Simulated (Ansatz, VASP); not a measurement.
# One calculation of Cu, two programs

File INCAR:

```
ALGO     = Fast           # electronic algorithm
EDIFF    = 1E-6           # SCF threshold, eV
ENCUT    = 520            # plane-wave cutoff, eV
GGA      = PE             # functional
ISIF     = 2              # what is computed and relaxed
ISMEAR   = 0              # smearing method
LASPH    = T              # aspherical terms in the spheres
LCHARG   = F              # write CHGCAR
LREAL    = F              # projectors in reciprocal space
LWAVE    = F              # write WAVECAR
NBANDS   = 18             # bands
NELM     = 80             # most SCF steps
PREC     = Accurate       # precision mode
SIGMA    = 0.15           # smearing width, eV
```

Contents of KPOINTS:

```
k-points
0
Gamma
  21 21 12
```

File POSCAR:

```
Cu
1.0
    2.5164869874      0.0000000000      0.0000000000
   -1.2582434937      2.1793416594      0.0000000000
    0.0000000000      0.0000000000      4.3645950310
Cu
2
Direct
    0.3333333333      0.6666666667      0.2500000000
    0.6666666667      0.3333333333      0.7500000000
```

Input for Ansatz:

```yaml
crystal:
  lattice:
    - [2.5164869874, 0.0, 0.0]
    - [-1.2582434937, 2.1793416594, 0.0]
    - [0.0, 0.0, 4.364595031]
  atoms:
    - { symbol: Cu, position: [0.3333333333, 0.6666666667, 0.25] }
    - { symbol: Cu, position: [0.6666666667, 0.3333333333, 0.75] }
basis:
  ecutwfc: 520.0
kpoints:
  mp_grid: { grid: [21, 21, 12] }
hamiltonian:
  xc: pbe
scf:
  occupations: { method: gaussian, width: 0.15 }
output:
  forces: true
  stress: true
  eigenvalues: true
```

Alike in both runs: task single point; functional PBE; k mesh 21 × 21 × 12; occupations gaussian, width 0.15 eV; no spin polarisation.

```csv
,VASP,Ansatz
version,VASP 6.6.1,Ansatz 0.2.0
potentials or method,"VASP PAW PBE potentials, release 64 (Cu), cutoff 520 eV","scalar-relativistic, plane waves, PAW"
valence electrons in the cell,22,38
```

```tsv
	VASP	Ansatz	Ansatz less VASP
gap on the k mesh at the Fermi level (eV)	none	none	-
pressure (GPa)	1.8	0.5	-1.31
traceless stress, the component that is largest in VASP (GPa)	-5.95	-5.95	-0.008
```

A gap of «none» marks a metal or a gap that the smearing closes. VASP's potentials hold 22 valence electrons a cell and Ansatz's 38, so a difference there can come from the potentials and not from the codes.
